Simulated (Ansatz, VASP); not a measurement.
**Rh: VASP beside Ansatz**

The input INCAR:

```
SYSTEM = Rh
ALGO = Normal ; EDIFF = 1E-6
ENCUT = 520 ; ISIF = 2
ISMEAR = -1 ; LASPH = .TRUE.
LCHARG = .FALSE. ; LREAL = .FALSE.
LWAVE = .FALSE. ; NBANDS = 14
NELM = 100 ; PREC = Accurate
SIGMA = 0.03
```

Contents of KPOINTS:

```
k-points
0
G
  16 16 16
  0 0 0
```

File POSCAR:

```
Rh
1.0
    0.0380310000      1.9205655000      1.9205655000
    1.9205655000      0.0380310000      1.9205655000
    1.9205655000      1.9205655000      0.0380310000
Rh
1
Direct
    0.0000000000      0.0000000000      0.0000000000
```

Input for Ansatz:

```yaml
crystal:
  lattice:
    - [0.038031, 1.9205655, 1.9205655]
    - [1.9205655, 0.038031, 1.9205655]
    - [1.9205655, 1.9205655, 0.038031]
  atoms:
    - { symbol: Rh, position: [0.0, 0.0, 0.0] }
kpoints:
  mp_grid: { grid: [16, 16, 16] }
  band_path:
    path:
      - [0.0, 0.0, 0.0]
      - [0.5, 0.5, 0.5]
      - [0.2451701269, 0.5, 0.7548298731]
      - [-0.2451701269, 0.2451701269, 0.5]
      - [0.0, 0.0, 0.5]
      - [0.0, 0.0, 0.0]
      - [-0.3725850634, 0.0, 0.3725850634]
      - [0.0, 0.3725850634, 0.6274149366]
      - [0.0, 0.5, 0.5]
    npoints: 5
scf:
  occupations: { method: fermi_dirac, width: 0.03 }
hamiltonian:
  xc: lda
  pseudopotentials: { kind: all_electron, lapw: { basis_error: 0.00025 } }
output:
  forces: true
  stress: true
  eigenvalues: true
```

Change from the starting cell: equal xy, yz and zx shear strains of +2 %.

Alike in both runs: task single point; functional LDA; k mesh 16 × 16 × 16; occupations fermi-dirac, width 0.03 eV; no spin polarisation.

```csv
,VASP,Ansatz
version,VASP 6.6.1,Ansatz 0.2.0
potentials or method,"VASP PAW LDA potentials, release 64 (Rh_pv), cutoff 520 eV","all-electron LAPW, scalar-relativistic"
```

Ansatz gave:

- pressure (GPa): -10.8
- traceless stress, the component that is largest in VASP (GPa): -3.72

Question: What did VASP give for the same quantities?

Answer: Pressure (GPa): -10.0; traceless stress, the component that is largest in VASP (GPa): -3.74.

LDA's correlation is that of Perdew and Zunger in VASP and of Perdew and Wang (1992) in Ansatz. Ansatz ran all-electron here, and VASP with PAW potentials.
